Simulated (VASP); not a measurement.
# MgO (Pm-3m) in VASP: single point with HF

Aim: the single point of MgO with HF.

Everything below comes from runs of VASP 6.6.1. Logs are shortened: lines on timing, memory, paths and dates and some standing lists are left out, and cuts for length are marked.

### 1 The cell of the first run

The structure is cubic, space group Pm-3m (No. 221). Conventional cell: a = 2.623 Å, b = 2.623 Å, c = 2.623 Å, α = 90.00°, β = 90.00°, γ = 90.00°. Mg (site symmetry m-3m) has 8 O at 2.27 Å and 6 Mg at 2.62 Å within 3.0 Å. O (site symmetry m-3m) has 8 Mg at 2.27 Å and 6 O at 2.62 Å within 3.0 Å.

### 2 Single point, HF

File POSCAR:

```
MgO
1.0
    2.6233490555      0.0000000000      0.0000000000
    0.0000000000      2.6233490555      0.0000000000
    0.0000000000      0.0000000000      2.6233490555
Mg O
1 1
Direct
    0.0000000000      0.0000000000      0.0000000000
    0.5000000000      0.5000000000      0.5000000000
```

File INCAR.step1:

```
SYSTEM = MgO
ALGO = Normal ; EDIFF = 1E-5
ENCUT = 520 ; GGA = PE
ISIF = 2 ; ISMEAR = 0
LASPH = .TRUE. ; LREAL = .FALSE.
LWAVE = .TRUE. ; NBANDS = 11
NELM = 60 ; PREC = Accurate
SIGMA = 0.01
```

File INCAR.step2:

```
SYSTEM = MgO
AEXX = 1.0 ; AGGAC = 0.0
ALDAC = 0.0 ; ALGO = Normal
EDIFF = 1E-6 ; ENCUT = 520
GGA = PE ; ISIF = 2
ISMEAR = 0 ; ISTART = 1
LASPH = .TRUE. ; LCHARG = .TRUE.
LELF = .TRUE. ; LHFCALC = .TRUE.
LREAL = .FALSE. ; LVHAR = .TRUE.
LWAVE = .FALSE. ; NBANDS = 11
NELM = 60 ; PREC = Accurate
PRECFOCK = Normal ; SIGMA = 0.01
```

File KPOINTS:

```
k-points
0
G
  6 6 6
  0 0 0
```

Potentials or basis: VASP PAW PBE potentials, release 64 (Mg, O).

On the command line:

```console
cat potpaw_PBE.64/Mg/POTCAR potpaw_PBE.64/O/POTCAR > POTCAR
cp INCAR.step1 INCAR
mpirun -np 1 vasp_std > vasp.out
cp INCAR.step2 INCAR
mpirun -np 1 vasp_std > vasp.out
```

OUTCAR:

```text
SYSTEM = MgO
   AEXX = 1.0
   EDIFF = 1E-6
   ENCUT = 520
   GGA = PE
   ISIF = 2
   ISMEAR = 0
   ISTART = 1
   LASPH = .TRUE.
   LHFCALC = .TRUE.
   LREAL = .FALSE.
   NELM = 60
   PREC = Accurate
   PRECFOCK = Normal

 ion  position               nearest neighbor table
   1  0.000  0.000  0.000-   2 2.27   2 2.27   2 2.27   2 2.27   2 2.27   2 2.27   2 2.27   2 2.27

   2  0.500  0.500  0.500-   1 2.27   1 2.27   1 2.27   1 2.27   1 2.27   1 2.27   1 2.27   1 2.27

  LATTYP: Found a simple cubic cell.
 ALAT       =     2.6233490555

  Lattice vectors:

 A1 = (   2.6233490555,   0.0000000000,   0.0000000000)
 A2 = (   0.0000000000,   2.6233490555,   0.0000000000)
 A3 = (   0.0000000000,   0.0000000000,   2.6233490555)

Analysis of symmetry for initial positions (statically):
=====================================================================
 Subroutine PRICEL returns:
 Original cell was already a primitive cell.

 Routine SETGRP: Setting up the symmetry group for a
 simple cubic supercell.

 Subroutine GETGRP returns: Found 48 space group operations
 (whereof 48 operations were pure point group operations)
 out of a pool of 48 trial point group operations.

The static configuration has the point symmetry O_h .

Analysis of symmetry for dynamics (positions and initial velocities):
=====================================================================
 Subroutine PRICEL returns:
 Original cell was already a primitive cell.

 Routine SETGRP: Setting up the symmetry group for a
 simple cubic supercell.

 Subroutine GETGRP returns: Found 48 space group operations
 (whereof 48 operations were pure point group operations)
 out of a pool of 48 trial point group operations.

The dynamic configuration has the point symmetry O_h .

 Subroutine INISYM returns: Found 48 space group operations
 (whereof 48 operations are pure point group operations),
 and found     1 'primitive' translations

----------------------------------------------------------------------------------------

                                     Primitive cell

  volume of cell :      18.0538

  direct lattice vectors                    reciprocal lattice vectors
     2.623349055  0.000000000  0.000000000     0.381192125  0.000000000  0.000000000
     0.000000000  2.623349055  0.000000000     0.000000000  0.381192125  0.000000000
     0.000000000  0.000000000  2.623349055     0.000000000  0.000000000  0.381192125

  length of vectors
     2.623349055  2.623349055  2.623349055     0.381192125  0.381192125  0.381192125

  position of ions in fractional coordinates (direct lattice)
     0.000000000  0.000000000  0.000000000
     0.500000000  0.500000000  0.500000000

  ion indices of the primitive-cell ions
   primitive index   ion index
                 1           1
                 2           2

----------------------------------------------------------------------------------------

 KPOINTS: k-points

Automatic generation of k-mesh.
 Grid dimensions read from file:
 generate k-points for:    6    6    6

 Generating k-lattice:

  Cartesian coordinates                     Fractional coordinates (reciprocal lattice)
     0.063532021  0.000000000  0.000000000     0.166666667  0.000000000  0.000000000
     0.000000000  0.063532021  0.000000000     0.000000000  0.166666667  0.000000000
     0.000000000  0.000000000  0.063532021     0.000000000  0.000000000  0.166666667

  Length of vectors
     0.063532021  0.063532021  0.063532021

  Shift w.r.t. Gamma in fractional coordinates (k-lattice)
     0.000000000  0.000000000  0.000000000

 Subroutine IBZKPT returns following result:
 ===========================================

 Found     20 irreducible k-points:

 Following reciprocal coordinates:
            Coordinates               Weight
  0.000000  0.000000  0.000000      1.000000
  0.166667  0.000000  0.000000      6.000000
  0.333333  0.000000  0.000000      6.000000
  0.500000  0.000000  0.000000      3.000000
  0.166667  0.166667  0.000000     12.000000
  0.333333  0.166667  0.000000     24.000000
[... 12 lines left out ...]
  0.500000  0.500000  0.333333      6.000000
  0.500000  0.500000  0.500000      1.000000
   k-points           NKPTS =     20   k-points in BZ     NKDIM =    216   number of bands    NBANDS=     11
   number of dos      NEDOS =    301   number of ions     NIONS =      2
   total plane-waves  NPLWV =   8000
   dimension x,y,z NGX =    20 NGY =   20 NGZ =   20
   dimension x,y,z NGXF=    40 NGYF=   40 NGZF=   40
   ions per type =               1   1
   NGX,Y,Z   is equivalent  to a cutoff of  12.67, 12.67, 12.67 a.u.
   NGXF,Y,Z  is equivalent  to a cutoff of  25.35, 25.35, 25.35 a.u.
 SYSTEM =  MgO
   PREC   = accura    normal or accurate (medium, high low for compatibility)
   ISTART =      1    job   : 0-new  1-cont  2-samecut
   ICHARG =      0    charge: 1-file 2-atom 10-const
   ISPIN  =      1    spin polarized calculation?
   LNONCOLLINEAR =      F non collinear calculations
   LSORBIT =      F    spin-orbit coupling
   LASPH  =      T    aspherical Exc in radial PAW
   ENCUT  =  520.0 eV  38.22 Ry    6.18 a.u.   4.88  4.88  4.88*2*pi/ulx,y,z
   NELM   =     60;   NELMIN=  2; NELMDL=  0     # of ELM steps
   EDIFF  = 0.1E-05   stopping-criterion for ELM
   LREAL  =      F    real-space projection
   EDIFFG = 0.1E-04   stopping-criterion for IOM
   NSW    =      0    number of steps for IOM
   IBRION =     -1    ionic relax: 0-MD 1-quasi-New 2-CG
   NFREE  =      0    steps in history (QN), initial steepest desc. (CG)
   ISIF   =      2    stress and relaxation
   ISYM   =      3    0-nonsym 1-usesym 2-fastsym
   POTIM  = 0.5000    time-step for ionic-motion
   TEBEG  =    0.0;   TEEND  =   0.0 temperature during run
   PSTRESS=    0.0 pullay stress
   NELECT =       8.0000    total number of electrons
   NUPDOWN=      -1.0000    fix difference up-down
   EMIN   =  10.00;   EMAX   =-10.00  energy-range for DOS
   EFERMI =   0.00;   METHOD = LEGACY
   ISMEAR =     0;   SIGMA  =   0.01  broadening in eV -4-tet -1-fermi 0-gaus
   EFERMI_NEDOS =   21; number of points for ismear=-14 and -15
   IALGO  =     38    algorithm
   IMIX   =      1    mixing-type and parameters
     AMIX     =   0.40;   BMIX     =  1.00
     AMIX_MAG =   1.60;   BMIX_MAG =  1.00
  volume/ion in A,a.u.               =       9.03        60.92
  Fermi-wavevector in a.u.,A,eV,Ry     =   1.248098  2.358564 21.194462  1.557749
  Thomas-Fermi vector in A             =   2.382200
   LORBIT       =      0    0 simple, 1 ext, 2 COOP (PROOUT), +10 PAW based schemes
   GGA     = PE    functional components
   LHFCALC =     T    Hartree Fock is set to
   PRECFOCK=normal    Normal, Fast or Accurate (Low or Medium for compatibility)
   ENCUT4O =  -1.0   cutoff for four orbital integrals eV
   NKREDX  =     1    reduce k-point grid by
   NKREDY  =     1    reduce k-point grid by
   NKREDZ  =     1    reduce k-point grid by
   AEXX    =    1.0000 exact exchange contribution
   HFSCREEN=    0.0000 screening length (either q_TF or 0.3 A-1)
   HFSCREENC=   0.0000 screening length for correlation (either q_TF or 0.3 A-1)
   ENCUTFOCK=  -1.0 apply spherical cutoff to Coloumb kernel
   IVDW    =     0    specifies the selected vdW correction
   LEPSILON=     F    determine dielectric tensor
   LRPA    =     F    only Hartree local field effects (RPA)
 non-spin polarized calculation
 Gauss-broadening in eV      SIGMA  =   0.01
  energy-cutoff  :      520.00
  volume of cell :       18.05
 maximum number of plane-waves:       500
 NGX is ok and might be reduce to    20
  NGX = 16; NGY = 16; NGZ = 16

 number of electron       7.9999999 magnetization

 Free energy of the ion-electron system (eV)
  ---------------------------------------------------
  ext. energy  EPLUGINS =         0.00000000
  ---------------------------------------------------
  free energy    TOTEN  =       -19.81454372 eV

  energy without entropy =      -19.81454372  energy(sigma->0) =      -19.81454372

 E-fermi :   0.2922     XC(G=0):   0.0000

 val. band max:        0.2050139409   @ k =   0.5000   0.5000   0.0000
 cond. band min:      12.9509472265   @ k =   0.0000   0.0000   0.0000
 fundamental gap:     12.7459332856
 Fermi energy:         0.2922184109

 k-point     1 :       0.0000    0.0000    0.0000
  band No.  band energies     occupation
      1     -24.8015      2.00000
      2      -1.1269      2.00000
      3      -1.1269      2.00000
      4      -1.1269      2.00000
      5      12.9509      0.00000
      6      21.3779      0.00000
      7      21.3779      0.00000
      8      33.3804      0.00000
      9      33.3804      0.00000
     10      33.3804      0.00000
     11      39.8453      0.00000

 k-point     2 :       0.1667    0.0000    0.0000
  band No.  band energies     occupation
      1     -24.4854      2.00000
      2      -3.2308      2.00000
      3      -0.9865      2.00000
      4      -0.9865      2.00000
      5      14.3838      0.00000
      6      22.0441      0.00000
      7      22.2124      0.00000
      8      32.5307      0.00000
      9      32.5307      0.00000
     10      33.6770      0.00000
     11      38.1088      0.00000

 k-point     3 :       0.3333    0.0000    0.0000
  band No.  band energies     occupation
      1     -23.7747      2.00000
      2      -6.4473      2.00000
      3      -0.6915      2.00000
      4      -0.6915      2.00000
      5      16.6515      0.00000
      6      22.4156      0.00000
      7      23.9846      0.00000
      8      30.7064      0.00000
      9      30.7064      0.00000
     10      32.3919      0.00000
     11      36.9080      0.00000
[... 211 lines left out ...]
 k-point    19 :       0.5000    0.5000    0.3333
  band No.  band energies     occupation
      1     -21.5668      2.00000
      2      -4.8657      2.00000
      3      -4.8657      2.00000
      4      -3.4646      2.00000
      5      17.2690      0.00000
      6      19.4284      0.00000
      7      19.4284      0.00000
      8      30.0369      0.00000
      9      30.6461      0.00000
     10      32.3477      0.00000
     11      32.3477      0.00000

 k-point    20 :       0.5000    0.5000    0.5000
  band No.  band energies     occupation
      1     -21.2847      2.00000
      2      -4.5086      2.00000
      3      -4.5086      2.00000
      4      -4.5086      2.00000
      5      18.1479      0.00000
      6      18.1479      0.00000
      7      18.1479      0.00000
      8      28.3565      0.00000
      9      32.4853      0.00000
     10      32.4853      0.00000
     11      32.4853      0.00000

------------------------ aborting loop because EDIFF is reached ----------------------------------------

  FORCE on cell =-STRESS in cart. coord.  units (eV):
  Direction    XX          YY          ZZ          XY          YZ          ZX
  --------------------------------------------------------------------------------------
  -------------------------------------------------------------------------------------
  Total       -0.4567152     -0.4567152     -0.4567152     -0.0000000     -0.0000000      0.0000000
  in kB      -40.5310433    -40.5310433    -40.5310433     -0.0000000     -0.0000000      0.0000000
  external PRESSURE =     -40.5310433 kB  Pullay stress =       0.0000000 kB

 VOLUME and BASIS-vectors are now :
 -----------------------------------------------------------------------------
  energy-cutoff  :      520.00
  volume of cell :       18.05
      direct lattice vectors                 reciprocal lattice vectors
     2.623349055  0.000000000  0.000000000     0.381192125  0.000000000  0.000000000
     0.000000000  2.623349055  0.000000000     0.000000000  0.381192125  0.000000000
     0.000000000  0.000000000  2.623349055     0.000000000  0.000000000  0.381192125

 POSITION                                       TOTAL-FORCE (eV/Angst)
 -----------------------------------------------------------------------------------
      0.00000      0.00000      0.00000         0.000000      0.000000      0.000000
      1.31167      1.31167      1.31167         0.000000      0.000000      0.000000
 -----------------------------------------------------------------------------------
    total drift:                               -0.000000     -0.000000     -0.000000

  FREE ENERGIE OF THE ION-ELECTRON SYSTEM (eV)
  ---------------------------------------------------
  free  energy   TOTEN  =       -19.8145437188 eV

  energy  without entropy=      -19.8145437188  energy(sigma->0) =      -19.81454372
```

Wall time 4.7 min (1 thread of AMD EPYC 9R45 (Zen 5), shared host); peak memory 0.11 GiB.

What came out:

* Free energy: -19.8145 eV
* Pressure: -4.1 GPa
* Band gap on the k mesh: 12.75 eV (least direct gap 14.08 eV)

Caveat: the cell stands under tension; the PAW data sets were made with another functional, which shifts forces and pressure a little.
